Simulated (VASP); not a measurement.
# CoSi2 (P6/mmm) in VASP: notebook

Runs on CoSi2. Level: PBEsol. Tasks: relaxation of shape and atoms at fixed volume, relaxation of cell and atoms.

All numbers are computed with VASP 6.6.1; they aren't measurements. Logs are shortened: lines on timing, memory, paths and dates and some standing lists are left out, and cuts for length are marked.

**1. The cell of the first run**

Symmetry: P6/mmm, No. 191, hexagonal system. The conventional cell has a = 4.178 Å, b = 4.178 Å, c = 2.502 Å, α = 90.00°, β = 90.00°, γ = 120.00°. Within 3.3 Å of Co (site symmetry 6/mmm) lie 2 Co at 2.50 Å and 12 Si at 2.72 Å. Si (site symmetry -6m2) has 5 Si at 2.41 to 2.50 Å and 6 Co at 2.72 Å within 3.2 Å.

**2. Relaxation of shape and atoms at fixed volume, PBEsol, collinear spin, ferromagnetic start (12.61 Å³/atom)**

Input file INCAR:

```
SYSTEM = CoSi2
PREC = Accurate
ENCUT = 600
EDIFF = 1E-6
ISMEAR = 0
SIGMA = 0.05
LREAL = .FALSE.
LASPH = .TRUE.
NELM = 150
ALGO = Normal
ISIF = 4
LWAVE = .FALSE.
LCHARG = .FALSE.
ISPIN = 2
MAGMOM = 0.27 0 0
LORBIT = 11
LMAXMIX = 4
GGA = PS
IBRION = 2
NSW = 60
EDIFFG = -0.01
```

Input file KPOINTS:

```
regular mesh
0
G
  10 10 12
  0 0 0
```

Input file POSCAR:

```
CoSi2
1.0
    4.1778084930      0.0000000000      0.0000000000
   -2.0889042465      3.6180882871      0.0000000000
    0.0000000000      0.0000000000      2.5017742432
Co Si
1 2
Direct
    0.0000000000      0.0000000000      0.0000000000
    0.3333333333      0.6666666667      0.5000000000
    0.6666666667      0.3333333333      0.5000000000
```

Potentials or basis: VASP PAW PBE potentials, release 64 (Co, Si).

Started as:

```bash
$ cat potpaw_PBE.64/Co/POTCAR potpaw_PBE.64/Si/POTCAR > POTCAR
$ mpirun -np 1 vasp_std > vasp.out
```

OUTCAR:

```text
SYSTEM = CoSi2
   PREC = Accurate
   ENCUT = 600
   EDIFF = 1E-6
   ISMEAR = 0
   LREAL = .FALSE.
   LASPH = .TRUE.
   NELM = 150
   ISIF = 4
   ISPIN = 2
   LORBIT = 11
   GGA = PS
   IBRION = 2
   NSW = 60
   EDIFFG = -0.01

 ion  position               nearest neighbor table
   1  0.000  0.000  0.000-   2 2.72   3 2.72   2 2.72   3 2.72   3 2.72   3 2.72   2 2.72   2 2.72
                             3 2.72   3 2.72   2 2.72   2 2.72
   2  0.333  0.667  0.500-   3 2.41   3 2.41   3 2.41   1 2.72   1 2.72   1 2.72   1 2.72   1 2.72
                             1 2.72
   3  0.667  0.333  0.500-   2 2.41   2 2.41   2 2.41   1 2.72   1 2.72   1 2.72   1 2.72   1 2.72
                             1 2.72

  LATTYP: Found a hexagonal cell.
 ALAT       =     4.1778084930
 C/A-ratio  =     0.5988245386

  Lattice vectors:

 A1 = (   4.1778084930,   0.0000000000,   0.0000000000)
 A2 = (  -2.0889042465,   3.6180882871,   0.0000000000)
 A3 = (   0.0000000000,   0.0000000000,   2.5017742432)

Analysis of symmetry for initial positions (statically):
=====================================================================
 Subroutine PRICEL returns:
 Original cell was already a primitive cell.

 Routine SETGRP: Setting up the symmetry group for a
 hexagonal supercell.

 Subroutine GETGRP returns: Found 24 space group operations
 (whereof 24 operations were pure point group operations)
 out of a pool of 24 trial point group operations.

The static configuration has the point symmetry D_6h.

Analysis of symmetry for dynamics (positions and initial velocities):
=====================================================================
 Subroutine PRICEL returns:
 Original cell was already a primitive cell.

 Routine SETGRP: Setting up the symmetry group for a
 hexagonal supercell.

 Subroutine GETGRP returns: Found 24 space group operations
 (whereof 24 operations were pure point group operations)
 out of a pool of 24 trial point group operations.

The dynamic configuration has the point symmetry D_6h.

Analysis of structural, dynamic, and magnetic symmetry:
=====================================================================
 Subroutine PRICEL returns:
 Original cell was already a primitive cell.

 Routine SETGRP: Setting up the symmetry group for a
 hexagonal supercell.

 Subroutine GETGRP returns: Found 24 space group operations
 (whereof 24 operations were pure point group operations)
 out of a pool of 24 trial point group operations.

The overall configuration has the point symmetry D_6h.

 Subroutine INISYM returns: Found 24 space group operations
 (whereof 24 operations are pure point group operations),
 and found     1 'primitive' translations

----------------------------------------------------------------------------------------

                                     Primitive cell

  volume of cell :      37.8160

  direct lattice vectors                    reciprocal lattice vectors
     4.177808493  0.000000000  0.000000000     0.239359942  0.138194527  0.000000000
    -2.088904246  3.618088287  0.000000000     0.000000000  0.276389054  0.000000000
     0.000000000  0.000000000  2.501774243     0.000000000  0.000000000  0.399716322

  length of vectors
     4.177808493  4.177808493  2.501774243     0.276389054  0.276389054  0.399716322

  position of ions in fractional coordinates (direct lattice)
     0.000000000  0.000000000  0.000000000
     0.333333333  0.666666667  0.500000000
     0.666666667  0.333333333  0.500000000

  ion indices of the primitive-cell ions
   primitive index   ion index
                 1           1
                 2           2
                 3           3

----------------------------------------------------------------------------------------
[... 117 lines left out ...]
  ---------------------------------------------------
  free energy    TOTEN  =       -18.54476226 eV

  energy without entropy =      -18.54132947  energy(sigma->0) =      -18.54304587

------------------------ aborting loop because EDIFF is reached ----------------------------------------

  FORCE on cell =-STRESS in cart. coord.  units (eV):
  Direction    XX          YY          ZZ          XY          YZ          ZX
  --------------------------------------------------------------------------------------
  -------------------------------------------------------------------------------------
  Total       -1.3133755     -1.3133755     -1.3631892      0.0000000      0.0000000     -0.0000000
  in kB      -55.6446838    -55.6446838    -57.7551777      0.0000000      0.0000000     -0.0000000
  external PRESSURE =     -56.3481818 kB  Pullay stress =       0.0000000 kB

 VOLUME and BASIS-vectors are now :
 -----------------------------------------------------------------------------
  energy-cutoff  :      600.00
  volume of cell :       37.82
      direct lattice vectors                 reciprocal lattice vectors
     4.177808493  0.000000000  0.000000000     0.239359942  0.138194527  0.000000000
    -2.088904246  3.618088287  0.000000000     0.000000000  0.276389054  0.000000000
     0.000000000  0.000000000  2.501774243     0.000000000  0.000000000  0.399716322

 POSITION                                       TOTAL-FORCE (eV/Angst)
 -----------------------------------------------------------------------------------
      0.00000      0.00000      0.00000        -0.000000      0.000000     -0.000000
     -0.00000      2.41206      1.25089         0.000000     -0.000000      0.000000
      2.08890      1.20603      1.25089        -0.000000      0.000000     -0.000000
 -----------------------------------------------------------------------------------
    total drift:                               -0.000000     -0.000000      0.000000

  FREE ENERGIE OF THE ION-ELECTRON SYSTEM (eV)
  ---------------------------------------------------
  free  energy   TOTEN  =       -18.5447622623 eV

  energy  without entropy=      -18.5413294744  energy(sigma->0) =      -18.54304587

--------------------------------------- Ionic step        2  -------------------------------------------

 number of electron      16.9999993 magnetization       0.2858647

 Free energy of the ion-electron system (eV)
  ---------------------------------------------------
  ext. energy  EPLUGINS =         0.00000000
  ---------------------------------------------------
  free energy    TOTEN  =       -18.54477770 eV

  energy without entropy =      -18.54135617  energy(sigma->0) =      -18.54306694

 E-fermi :  10.8695     XC(G=0): -12.0948

 val. band max:       10.8642742713   @ k =   0.2000   0.0000   0.5000
 cond. band min:      10.8715593492   @ k =   0.1000   0.0000   0.3333
 fundamental gap:      0.0072850779
 Fermi energy:        10.8695424340

 spin component 1

 k-point     1 :       0.0000    0.0000    0.0000
  band No.  band energies     occupation
      1      -3.2896      1.00000
      2       5.3897      1.00000
      3       5.3897      1.00000
      4       6.3627      1.00000
      5       7.7164      1.00000
      6       9.1445      1.00000
      7       9.1445      1.00000
      8      10.2679      1.00000
      9      10.2679      1.00000
     10      11.1535      0.00000
     11      11.1535      0.00000
     12      14.1405      0.00000
[... 333 lines left out ...]
      1      -1.1625      1.00000
      2       0.3735      1.00000
      3       4.2104      1.00000
      4       6.8091      1.00000
      5       8.5699      1.00000
      6       8.7636      1.00000
      7      10.0363      1.00000
      8      10.1736      1.00000
      9      10.7948      0.98276
     10      14.1571      0.00000
     11      15.6025      0.00000
     12      16.7747      0.00000

 [... further k-points ...]

 spin component 2

 k-point     1 :       0.0000    0.0000    0.0000
  band No.  band energies     occupation
      1      -3.2655      1.00000
      2       5.4564      1.00000
      3       5.4564      1.00000
      4       6.3951      1.00000
      5       7.8873      1.00000
      6       9.1539      1.00000
      7       9.1539      1.00000
      8      10.4815      1.00000
      9      10.4815      1.00000
     10      11.4012      0.00000
     11      11.4012      0.00000
     12      14.2384      0.00000
[... 333 lines left out ...]
      1      -1.1370      1.00000
      2       0.4010      1.00000
      3       4.2342      1.00000
      4       6.8790      1.00000
      5       8.7686      1.00000
      6       8.9859      1.00000
      7      10.2391      1.00000
      8      10.3841      1.00000
      9      11.0242      0.00001
     10      14.2145      0.00000
     11      15.6430      0.00000
     12      16.8265      0.00000

 [... further k-points ...]
[... 5 lines left out ...]
  --------------------------------------------------------------------------------------
  -------------------------------------------------------------------------------------
  Total       -1.3134855     -1.3134855     -1.3212255      0.0000000     -0.0000000      0.0000000
  in kB      -55.6493443    -55.6493443    -55.9772725      0.0000000     -0.0000000      0.0000000
  external PRESSURE =     -55.7586537 kB  Pullay stress =       0.0000000 kB

 VOLUME and BASIS-vectors are now :
 -----------------------------------------------------------------------------
  energy-cutoff  :      600.00
  volume of cell :       37.82
      direct lattice vectors                 reciprocal lattice vectors
     4.178924335  0.000000000 -0.000000000     0.239296029  0.138157627  0.000000000
    -2.089462167  3.619054634  0.000000000    -0.000000000  0.276315254 -0.000000000
    -0.000000000  0.000000000  2.500438392     0.000000000  0.000000000  0.399929870

 POSITION                                       TOTAL-FORCE (eV/Angst)
 -----------------------------------------------------------------------------------
      4.17892      0.00000      2.50044        -0.000000      0.000000     -0.000000
     -0.00000      2.41270      1.25022         0.000000     -0.000000     -0.000000
      2.08946      1.20635      1.25022        -0.000000      0.000000      0.000000
 -----------------------------------------------------------------------------------
    total drift:                                0.000000     -0.000000      0.000000

  FREE ENERGIE OF THE ION-ELECTRON SYSTEM (eV)
  ---------------------------------------------------
  free  energy   TOTEN  =       -18.5447777003 eV

  energy  without entropy=      -18.5413561731  energy(sigma->0) =      -18.54306694

 reached required accuracy - stopping structural energy minimisation

 total charge

# of ion       s       p       d       tot
------------------------------------------
    1        0.363   0.384   7.455   8.202
    2        0.779   0.830   0.000   1.609
    3        0.779   0.830   0.000   1.609
--------------------------------------------------
tot          1.922   2.044   7.455  11.420

 magnetization (x)

# of ion       s       p       d       tot
------------------------------------------
    1        0.001   0.001   0.244   0.246
    2        0.006   0.008   0.000   0.014
    3        0.006   0.008   0.000   0.014
--------------------------------------------------
tot          0.012   0.016   0.244   0.273
```

Run time: 56 s. Hardware: 1 thread of Intel Xeon 6975P-C (Granite Rapids), shared host; peak memory 0.24 GiB.

Results:

```
Free energy                                           : -18.5448 eV
Energy gained by relaxing                             : 0.0 meV/atom
Ionic steps                                           : 2
Pressure after relaxing                               : -5.6 GPa
Net moment                                            : 0.29 μB per cell
Site moments                                          : Co +0.25; Si +0.01 μB
Valence electrons inside the program's atomic spheres : Co 8.20; Si 1.61
```

Final structure:
```yaml
crystal:
  lattice:
    - [4.17892, 0.00000, 0.00000]
    - [-2.08946, 3.61905, 0.00000]
    - [0.00000, 0.00000, 2.50044]
  atoms:
    - { symbol: Co, position: [0.00000, 0.00000, 0.00000] }
    - { symbol: Si, position: [0.33333, 0.66667, 0.50000] }
    - { symbol: Si, position: [0.66667, 0.33333, 0.50000] }
```

Levels at points of the mesh, in eV from the Fermi level:
Spin up:
```csv
k point,band 7,band 8,band 9,band 10,band 11,band 12
"(0.00, 0.00, 0.00)",-1.73,-0.60,-0.60,0.28,0.28,3.27
"(0.50, 0.00, 0.00)",-0.69,-0.62,-0.21,4.33,5.34,5.37
"(0.00, 0.00, 0.50)",-0.78,-0.78,-0.42,0.38,2.76,5.17
"(0.50, 0.00, 0.50)",-1.40,-0.63,0.42,0.73,0.81,1.63
```
Spin down:
| k point | band 5 | band 6 | band 7 | band 8 | band 9 | band 10 | band 11 | band 12 |
| --- | --- | --- | --- | --- | --- | --- | --- | --- |
| (0.00, 0.00, 0.00) | -2.98 | -1.72 | -1.72 | -0.39 | -0.39 | 0.53 | 0.53 | 3.37 |
| (0.50, 0.00, 0.00) | -2.19 | -1.90 | -0.48 | -0.41 | 0.04 | 4.36 | 5.37 | 5.42 |
| (0.00, 0.00, 0.50) | -1.79 | -1.79 | -0.75 | -0.75 | -0.38 | 0.63 | 2.79 | 5.26 |
| (0.50, 0.00, 0.50) | -4.09 | -1.18 | -1.14 | -0.44 | 0.65 | 0.82 | 0.86 | 1.65 |

Caveat: the PAW data sets were made with another functional, which shifts forces and pressure a little.

**3. Relaxation of cell and atoms, PBEsol, collinear spin**

This run uses another cell than the first one, of 12.15 Å³/atom.

Input file INCAR:

```
ALGO     = Normal         # electronic algorithm
EDIFF    = 1E-6           # SCF threshold, eV
EDIFFG   = -0.01          # ionic threshold
ENCUT    = 600            # plane-wave cutoff, eV
GGA      = PS             # functional
IBRION   = 2              # ionic algorithm
ISIF     = 3              # what is computed and relaxed
ISMEAR   = 0              # smearing method
ISPIN    = 2              # spin polarisation
LASPH    = T              # aspherical terms in the spheres
LCHARG   = F              # write CHGCAR
LMAXMIX  = 4              # l up to which the mixer works
LORBIT   = 11             # projections on sites
LREAL    = F              # projectors in reciprocal space
LWAVE    = F              # write WAVECAR
MAGMOM   = 0.05 0 0       # initial moments
NELM     = 150            # most SCF steps
NSW      = 50             # ionic steps
PREC     = Accurate       # precision mode
SIGMA    = 0.05           # smearing width, eV
```

Input file KPOINTS:

```
k-points
0
Gamma
  10 10 12
```

Input file POSCAR:

```
CoSi2
1.0
    4.1111230054      0.0000000000      0.0000000000
   -2.0555615027      3.5603369608      0.0000000000
    0.0000000000      0.0000000000      2.4908578885
Co Si
1 2
Direct
    0.0000000000      0.0000000000      0.0000000000
    0.3333333333      0.6666666667      0.5000000000
    0.6666666667      0.3333333333      0.5000000000
```

Potentials or basis: VASP PAW PBE potentials, release 64 (Co, Si).

Started as:

```bash
$ cat potpaw_PBE.64/Co/POTCAR potpaw_PBE.64/Si/POTCAR > POTCAR
$ mpirun -np 1 vasp_std > vasp.out
```

OUTCAR:

```text
EDIFF = 1E-6
   EDIFFG = -0.01
   ENCUT = 600
   GGA = PS
   IBRION = 2
   ISIF = 3
   ISMEAR = 0
   ISPIN = 2
   LASPH = T
   LORBIT = 11
   LREAL = F
   NELM = 150
   NSW = 50
   PREC = Accurate

 ion  position               nearest neighbor table
   1  0.000  0.000  0.000-   2 2.68   3 2.68   2 2.68   3 2.68   3 2.68   3 2.68   2 2.68   2 2.68
                             3 2.68   3 2.68   2 2.68   2 2.68
   2  0.333  0.667  0.500-   3 2.37   3 2.37   3 2.37   1 2.68   1 2.68   1 2.68   1 2.68   1 2.68
                             1 2.68
   3  0.667  0.333  0.500-   2 2.37   2 2.37   2 2.37   1 2.68   1 2.68   1 2.68   1 2.68   1 2.68
                             1 2.68

  LATTYP: Found a hexagonal cell.
 ALAT       =     4.1111230054
 C/A-ratio  =     0.6058825983

  Lattice vectors:

 A1 = (   4.1111230054,   0.0000000000,   0.0000000000)
 A2 = (  -2.0555615027,   3.5603369608,   0.0000000000)
[... 673 lines left out ...]
      3       4.5645      1.00000
      4       7.2500      1.00000
      5       9.1052      1.00000
      6       9.2946      1.00000
      7      10.6173      1.00000
      8      10.7699      1.00000
      9      11.4972      0.02480
     10      14.8446      0.00000
     11      16.2599      0.00000
     12      17.4785      0.00000

 [... further k-points ...]

 spin component 2

 k-point     1 :       0.0000    0.0000    0.0000
  band No.  band energies     occupation
      1      -3.0704      1.00000
      2       5.7602      1.00000
      3       5.7602      1.00000
      4       7.0246      1.00000
      5       8.2076      1.00000
      6       9.5986      1.00000
      7       9.5986      1.00000
      8      10.8788      1.00000
      9      10.8788      1.00000
     10      11.8423      0.00000
     11      11.8423      0.00000
     12      14.9577      0.00000
[... 375 lines left out ...]
  FREE ENERGIE OF THE ION-ELECTRON SYSTEM (eV)
  ---------------------------------------------------
  free  energy   TOTEN  =       -18.5691930200 eV

  energy  without entropy=      -18.5650349675  energy(sigma->0) =      -18.56711399

 reached required accuracy - stopping structural energy minimisation

 total charge

# of ion       s       p       d       tot
------------------------------------------
    1        0.373   0.413   7.480   8.266
    2        0.777   0.855   0.000   1.632
    3        0.777   0.855   0.000   1.632
--------------------------------------------------
tot          1.927   2.123   7.480  11.530

 magnetization (x)

# of ion       s       p       d       tot
------------------------------------------
    1        0.000   0.000   0.009   0.009
    2        0.000   0.000   0.000   0.001
    3        0.000   0.000   0.000   0.001
--------------------------------------------------
tot          0.001   0.001   0.009   0.010
```

CONTCAR:

```text
CoSi2
   1.00000000000000
     4.1207857110637178    0.0000000000000000    0.0000000000000000
    -2.0603928555318589    3.5687051093743603    0.0000000000000000
    -0.0000000000000000   -0.0000000000000000    2.4764195645375700
  Co              Si
     1     2
Direct
     0.0000000000000000    0.0000000000000000    1.0000000000000000
     0.3333333332999970    0.6666666667000030    0.5000000000000000
     0.6666666667000030    0.3333333332999970    0.5000000000000000

  0.00000000E+00  0.00000000E+00  0.00000000E+00
  0.00000000E+00  0.00000000E+00  0.00000000E+00
  0.00000000E+00  0.00000000E+00  0.00000000E+00
```

Run time: 90 s. Hardware: 1 thread of Intel Xeon 6975P-C (Granite Rapids), shared host; peak memory 0.25 GiB.

What came out:

```
Free energy                                           : -18.5692 eV
Relaxed volume                                        : 12.14 Å³/atom
Relaxed cell                                          : a = 4.121 Å, b = 4.121 Å, c = 2.476 Å, α = 90.00°, β = 90.00°, γ = 120.00°
Space group after relaxing (to 0.1 Å)                 : P6/mmm (No. 191)
Energy gained by relaxing                             : 0.3 meV/atom
Ionic steps                                           : 4
Pressure after relaxing                               : 0.0 GPa
Net moment                                            : 0.01 μB per cell
Valence electrons inside the program's atomic spheres : Co 8.27; Si 1.63
```

Step by step:
| step | energy change (eV) | largest force (eV/Å) | pressure (GPa) | volume (Å³) |
| --- | --- | --- | --- | --- |
| 1 | 0.0000 | 0.0000 | -0.25 | 36.46 |
| 2 | -0.0010 | 0.0000 | 0.04 | 36.36 |
| 3 | -0.0010 | 0.0000 | 0.22 | 36.34 |
| 4 | -0.0010 | 0.0000 | -0.04 | 36.42 |

Final structure:
```
CELL_PARAMETERS angstrom
4.12079 0.00000 0.00000
-2.06039 3.56871 0.00000
0.00000 0.00000 2.47642
ATOMIC_POSITIONS crystal
Co 0.00000 0.00000 0.00000
Si 0.33333 0.66667 0.50000
Si 0.66667 0.33333 0.50000
```

Caveat: the PAW data sets were made with another functional, which shifts forces and pressure a little.
